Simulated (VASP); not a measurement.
# BiTe (I4mm) in VASP: further runs

The runs below take BiTe through single point, with PBE.

All numbers are computed with VASP 6.6.1; they aren't measurements. Logs are shortened: lines on timing, memory, paths and dates and some standing lists are left out, and cuts for length are marked.

## 1. The cell of the first run

The structure is tetragonal, space group I4mm (No. 107). The conventional cell has a = 4.598 Å, b = 4.598 Å, c = 6.806 Å, α = 90.00°, β = 90.00°, γ = 90.00°. Bi (site symmetry 4mm) has 5 Te at 2.86 to 3.30 Å within 3.8 Å. Te (site symmetry 4mm) has 5 Bi at 2.86 to 3.30 Å within 3.8 Å.

## 2. Single point, PBE (mode 6 frozen in at -0.325 Å, normal strain along z +0.0467)

The input, INCAR:

```
PREC = Accurate ; ENCUT = 520
EDIFF = 1E-6 ; ISMEAR = 0
SIGMA = 0.15 ; LREAL = False
LASPH = True ; NELM = 80
ALGO = Normal ; ISIF = 2
LWAVE = False ; LCHARG = False
GGA = PE ; NBANDS = 18
```

The input, KPOINTS:

```
Automatic mesh
0
Gamma
  12 12 12
```

The input, POSCAR:

```
BiTe
1.0
    0.0000000000      3.2511939987      3.4030247584
    3.2511939987      0.0000000000      3.4030247584
    3.2511939987      3.2511939987      0.0000000000
Bi Te
1 1
Direct
    0.0305179670      0.0305179670     -0.0305179670
    0.4500183625      0.4500183625      0.5499816375
```

Potentials or basis: VASP PAW PBE potentials, release 64 (Bi_d, Te).

Started as:

```sh
> cat potpaw_PBE.64/Bi_d/POTCAR potpaw_PBE.64/Te/POTCAR > POTCAR
> mpirun -np 1 vasp_std > vasp.out
```

OUTCAR:

```text
PREC = Accurate
   ENCUT = 520
   EDIFF = 1E-6
   ISMEAR = 0
   LREAL = False
   LASPH = True
   NELM = 80
   ISIF = 2
   GGA = PE

 ion  position               nearest neighbor table
   1  0.031  0.031  0.969-   2 2.86   2 3.30   2 3.30   2 3.30   2 3.30
   2  0.450  0.450  0.550-   1 2.86   1 3.30   1 3.30   1 3.30   1 3.30

  LATTYP: Found a body centered tetragonal cell.
 ALAT       =     4.5978826469
 C/A-ratio  =     1.4802573357

  Lattice vectors:

 A1 = (  -3.2511939987,   0.0000000000,   3.4030247584)
 A2 = (   3.2511939987,   0.0000000000,   3.4030247584)
 A3 = (   0.0000000000,   3.2511939987,  -3.4030247584)

Analysis of symmetry for initial positions (statically):
=====================================================================
 Subroutine PRICEL returns:
 Original cell was already a primitive cell.

 Routine SETGRP: Setting up the symmetry group for a
 body centered tetragonal supercell.

 Subroutine GETGRP returns: Found  8 space group operations
 (whereof  8 operations were pure point group operations)
 out of a pool of 16 trial point group operations.

The static configuration has the point symmetry C_4v.

Analysis of symmetry for dynamics (positions and initial velocities):
=====================================================================
 Subroutine PRICEL returns:
 Original cell was already a primitive cell.

 Routine SETGRP: Setting up the symmetry group for a
 body centered tetragonal supercell.

 Subroutine GETGRP returns: Found  8 space group operations
 (whereof  8 operations were pure point group operations)
 out of a pool of 16 trial point group operations.

The dynamic configuration has the point symmetry C_4v.

 Subroutine INISYM returns: Found  8 space group operations
 (whereof  8 operations are pure point group operations),
 and found     1 'primitive' translations

----------------------------------------------------------------------------------------

                                     Primitive cell

  volume of cell :      71.9417

  direct lattice vectors                    reciprocal lattice vectors
     0.000000000  3.251193999  3.403024758    -0.153789654  0.153789654  0.146928111
     3.251193999  0.000000000  3.403024758     0.153789654 -0.153789654  0.146928111
     3.251193999  3.251193999  0.000000000     0.153789654  0.153789654 -0.146928111

  length of vectors
     4.706467882  4.706467882  4.597882647     0.262469780  0.262469780  0.262469780

  position of ions in fractional coordinates (direct lattice)
     0.030517967  0.030517967  0.969482033
     0.450018363  0.450018363  0.549981637

  ion indices of the primitive-cell ions
   primitive index   ion index
                 1           1
                 2           2

----------------------------------------------------------------------------------------

 KPOINTS: Automatic mesh

Automatic generation of k-mesh.
 Grid dimensions read from file:
 generate k-points for:   12   12   12

 Generating k-lattice:

  Cartesian coordinates                     Fractional coordinates (reciprocal lattice)
    -0.012815804  0.012815804  0.012244009     0.083333333  0.000000000  0.000000000
     0.012815804 -0.012815804  0.012244009     0.000000000  0.083333333  0.000000000
     0.012815804  0.012815804 -0.012244009     0.000000000  0.000000000  0.083333333

  Length of vectors
     0.021872482  0.021872482  0.021872482

  Shift w.r.t. Gamma in fractional coordinates (k-lattice)
     0.000000000  0.000000000  0.000000000

 Subroutine IBZKPT returns following result:
 ===========================================

 Found    163 irreducible k-points:

 Following reciprocal coordinates:
            Coordinates               Weight
  0.000000  0.000000  0.000000      1.000000
  0.083333  0.000000  0.000000      8.000000
  0.166667  0.000000  0.000000      8.000000
  0.250000  0.000000  0.000000      8.000000
  0.333333  0.000000  0.000000      8.000000
  0.416667  0.000000  0.000000      8.000000
[... 16 lines left out ...]
  0.500000  0.166667  0.000000      8.000000
 -0.416667  0.166667  0.000000      8.000000
 [... further k-points ...]
   k-points           NKPTS =    163   k-points in BZ     NKDIM =    163   number of bands    NBANDS=     18
   number of dos      NEDOS =    301   number of ions     NIONS =      2
   total plane-waves  NPLWV =  46656
   dimension x,y,z NGX =    36 NGY =   36 NGZ =   36
   dimension x,y,z NGXF=    72 NGYF=   72 NGZF=   72
   ions per type =               1   1
   NGX,Y,Z   is equivalent  to a cutoff of  12.72, 12.72, 13.02 a.u.
   NGXF,Y,Z  is equivalent  to a cutoff of  25.43, 25.43, 26.03 a.u.
 SYSTEM =  unknown system
   PREC   = accura    normal or accurate (medium, high low for compatibility)
   ISTART =      0    job   : 0-new  1-cont  2-samecut
   ICHARG =      2    charge: 1-file 2-atom 10-const
   ISPIN  =      1    spin polarized calculation?
   LNONCOLLINEAR =      F non collinear calculations
   LSORBIT =      F    spin-orbit coupling
   LASPH  =      T    aspherical Exc in radial PAW
   ENCUT  =  520.0 eV  38.22 Ry    6.18 a.u.   8.75  8.75  8.55*2*pi/ulx,y,z
   NELM   =     80;   NELMIN=  2; NELMDL= -5     # of ELM steps
   EDIFF  = 0.1E-05   stopping-criterion for ELM
   LREAL  =      F    real-space projection
   EDIFFG = 0.1E-04   stopping-criterion for IOM
   NSW    =      0    number of steps for IOM
   IBRION =     -1    ionic relax: 0-MD 1-quasi-New 2-CG
   NFREE  =      0    steps in history (QN), initial steepest desc. (CG)
   ISIF   =      2    stress and relaxation
   ISYM   =      2    0-nonsym 1-usesym 2-fastsym
   POTIM  = 0.5000    time-step for ionic-motion
   TEBEG  =    0.0;   TEEND  =   0.0 temperature during run
   PSTRESS=    0.0 pullay stress
   NELECT =      21.0000    total number of electrons
   NUPDOWN=      -1.0000    fix difference up-down
   EMIN   =  10.00;   EMAX   =-10.00  energy-range for DOS
   EFERMI =   0.00;   METHOD = LEGACY
   ISMEAR =     0;   SIGMA  =   0.15  broadening in eV -4-tet -1-fermi 0-gaus
   EFERMI_NEDOS =   21; number of points for ismear=-14 and -15
   IALGO  =     38    algorithm
   IMIX   =      4    mixing-type and parameters
     AMIX     =   0.40;   BMIX     =  1.00
     AMIX_MAG =   1.60;   BMIX_MAG =  1.00
  volume/ion in A,a.u.               =      35.97       242.74
  Fermi-wavevector in a.u.,A,eV,Ry     =   1.085978  2.052201 16.046002  1.179348
  Thomas-Fermi vector in A             =   2.222104
   LORBIT       =      0    0 simple, 1 ext, 2 COOP (PROOUT), +10 PAW based schemes
   GGA     = PE    functional components
   LHFCALC =     F    Hartree Fock is set to
   AEXX    =    0.0000 exact exchange contribution
   IVDW    =     0    specifies the selected vdW correction
   LEPSILON=     F    determine dielectric tensor
   LRPA    =     F    only Hartree local field effects (RPA)
 non-spin polarized calculation
 Gauss-broadening in eV      SIGMA  =   0.15
  energy-cutoff  :      520.00
  volume of cell :       71.94
 maximum number of plane-waves:      1964
   NGX = 17   NGY = 17   NGZ = 17

 number of electron      21.0000000 magnetization

 Free energy of the ion-electron system (eV)
  ---------------------------------------------------
  ext. energy  EPLUGINS =         0.00000000
  ---------------------------------------------------
  free energy    TOTEN  =        -6.90786962 eV

  energy without entropy =       -6.89026706  energy(sigma->0) =       -6.89906834

 E-fermi :   6.2700     XC(G=0):  -9.1134

 val. band max:        6.2653580181   @ k =   0.2500   0.0833   0.0000
 cond. band min:       6.3040245691   @ k =  -0.1667   0.3333   0.1667
 fundamental gap:      0.0386665510
 Fermi energy:         6.2699828476

 k-point     1 :       0.0000    0.0000    0.0000
  band No.  band energies     occupation
      1     -17.1600      2.00000
      2     -17.1163      2.00000
      3     -17.1163      2.00000
      4     -17.0644      2.00000
      5     -17.0630      2.00000
      6      -7.4109      2.00000
[... 10 lines left out ...]
     17      11.5969      0.00000
     18      12.4771      0.00000

 k-point     2 :       0.0833    0.0000    0.0000
  band No.  band energies     occupation
      1     -17.1602      2.00000
      2     -17.1162      2.00000
      3     -17.1161      2.00000
      4     -17.0641      2.00000
      5     -17.0632      2.00000
      6      -7.3557      2.00000
[... 10 lines left out ...]
     17      11.8097      0.00000
     18      12.9302      0.00000

 k-point     3 :       0.1667    0.0000    0.0000
  band No.  band energies     occupation
      1     -17.1606      2.00000
      2     -17.1159      2.00000
      3     -17.1153      2.00000
      4     -17.0636      2.00000
      5     -17.0633      2.00000
      6      -7.1925      2.00000
[... 10 lines left out ...]
     17      12.7274      0.00000
     18      13.8239      0.00000

 k-point     4 :       0.2500    0.0000    0.0000
  band No.  band energies     occupation
      1     -17.1613      2.00000
      2     -17.1153      2.00000
      3     -17.1144      2.00000
      4     -17.0642      2.00000
      5     -17.0623      2.00000
      6      -6.9301      2.00000
[... 375 lines left out ...]
      4     -17.0631      2.00000
      5     -17.0630      2.00000
      6      -6.3017      2.00000
[... 10 lines left out ...]
     17      14.4671      0.00000
     18      15.3386      0.00000

 k-point    23 :       0.5000    0.1667    0.0000
  band No.  band energies     occupation
      1     -17.1647      2.00000
      2     -17.1129      2.00000
      3     -17.1114      2.00000
      4     -17.0640      2.00000
      5     -17.0617      2.00000
      6      -5.9672      2.00000
[... 10 lines left out ...]
     17      14.1864      0.00000
     18      14.9580      0.00000

 k-point    24 :      -0.4167    0.1667    0.0000
  band No.  band energies     occupation
      1     -17.1639      2.00000
      2     -17.1135      2.00000
      3     -17.1116      2.00000
      4     -17.0648      2.00000
      5     -17.0606      2.00000
      6      -5.8899      2.00000
[... 10 lines left out ...]
     17      14.7368      0.00000
     18      16.0099      0.00000

 [... further k-points ...]

------------------------ aborting loop because EDIFF is reached ----------------------------------------

  FORCE on cell =-STRESS in cart. coord.  units (eV):
  Direction    XX          YY          ZZ          XY          YZ          ZX
  --------------------------------------------------------------------------------------
  -------------------------------------------------------------------------------------
  Total        0.4870524      0.4870524      1.6649088      0.0000000      0.0000000      0.0000000
  in kB       10.8468949     10.8468949     37.0783289      0.0000000      0.0000000      0.0000000
  external PRESSURE =      19.5907062 kB  Pullay stress =       0.0000000 kB

 VOLUME and BASIS-vectors are now :
 -----------------------------------------------------------------------------
  energy-cutoff  :      520.00
  volume of cell :       71.94
      direct lattice vectors                 reciprocal lattice vectors
     0.000000000  3.251193999  3.403024758    -0.153789654  0.153789654  0.146928111
     3.251193999  0.000000000  3.403024758     0.153789654 -0.153789654  0.146928111
     3.251193999  3.251193999  0.000000000     0.153789654  0.153789654 -0.146928111

 POSITION                                       TOTAL-FORCE (eV/Angst)
 -----------------------------------------------------------------------------------
      3.25119      3.25119      0.20771         0.000000      0.000000     -1.250600
      3.25119      3.25119      3.06285         0.000000      0.000000      1.250600
 -----------------------------------------------------------------------------------
    total drift:                               -0.000000     -0.000000      0.000921

  FREE ENERGIE OF THE ION-ELECTRON SYSTEM (eV)
  ---------------------------------------------------
  free  energy   TOTEN  =        -6.9078696172 eV

  energy  without entropy=       -6.8902670569  energy(sigma->0) =       -6.89906834
```

It took 1.9 min on 1 thread of AMD EPYC 9R45 (Zen 5), shared host; peak memory 0.33 GiB.

Results:

```yaml
Free_energy: -6.9079 eV
Pressure: 2.0 GPa
Largest_force: 1.251 eV/Å
```

Forces in eV/Å, atoms in the order of the input:
```
Bi   0.000  0.000 -1.251
Te   0.000  0.000  1.251
```

Stress tensor (GPa, compression positive):
```
1.08 0.00 0.00
0.00 1.08 0.00
0.00 0.00 3.71
```

Caveat: the cell differs from its parent crystal (mode 6 frozen in at -0.325 Å, normal strain along z +0.0467); spin-orbit coupling is left out, which moves the levels of the heavy elements; forces of over 1 eV/Å act on the atoms, so gaps and moduli don't describe the material at rest.

[end of part 1 of 2]
